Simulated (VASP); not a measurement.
Set up this calculation in VASP 6.6.1, as the native input.

```yaml
Task: single point
Functional: PBE0
Potentials_or_basis: VASP PAW PBE potentials, release 64 (Si, C)
Cutoff: 520 eV
k_mesh: 6 × 6 × 6
Occupations: gaussian, width 0.01 eV
Spin: no spin polarisation
Dipole_correction: no
Grid_for_exact_exchange_PRECFOCK: Normal
Further_INCAR_settings: ALGO = Normal; EDIFF = 1e-06; NBANDS = 11
Share_of_exact_exchange: 0.25
```

SiC:

```
Si C
1.0
     0.00000    2.18000    2.18000
     2.18000    0.00000    2.18000
     2.18000    2.18000    0.00000
Si C
1 1
Direct
  0.00000 0.00000 0.00000
  0.25000 0.25000 0.25000
```

These files were run (other wordings do the same):

POSCAR

```
SiC
1.0
    0.0000000000      2.1800000000      2.1800000000
    2.1800000000      0.0000000000      2.1800000000
    2.1800000000      2.1800000000      0.0000000000
Si C
1 1
Direct
    0.0000000000      0.0000000000      0.0000000000
    0.2500000000      0.2500000000      0.2500000000
```

INCAR.step1

```
PREC = Accurate ; ENCUT = 520
EDIFF = 1E-5 ; ISMEAR = 0
SIGMA = 0.01 ; LREAL = False
LASPH = True ; NELM = 120
ALGO = Normal ; ISIF = 2
LWAVE = True ; LCHARG = False
GGA = PE ; NBANDS = 11
GGA_COMPAT = False
```

INCAR.step2

```
PREC = Accurate ; ENCUT = 520
EDIFF = 1E-6 ; ISMEAR = 0
SIGMA = 0.01 ; LREAL = False
LASPH = True ; NELM = 120
ALGO = Normal ; ISIF = 2
LWAVE = False ; LCHARG = False
GGA = PE ; LHFCALC = True
AEXX = 0.25 ; PRECFOCK = Normal
ISTART = 1 ; NBANDS = 11
GGA_COMPAT = False
```

KPOINTS

```
regular mesh
0
Gamma
  6 6 6
```

Potentials or basis: VASP PAW PBE potentials, release 64 (Si, C).

Run with:

```sh
$ cat potpaw_PBE.64/Si/POTCAR potpaw_PBE.64/C/POTCAR > POTCAR
$ cp INCAR.step1 INCAR
$ mpirun -np 1 vasp_std > vasp.out
$ cp INCAR.step2 INCAR
$ mpirun -np 1 vasp_std > vasp.out
```

It gave:

The pressure is -2.3 GPa. The band gap on the k mesh is 2.98 eV (least direct gap 6.49 eV).

Caveat: the PAW data sets were made with another functional, which shifts forces and pressure a little.

Run time: 9.3 min on 1 thread of Intel Xeon 8259CL, with other jobs on the host, peak memory 0.14 GiB.
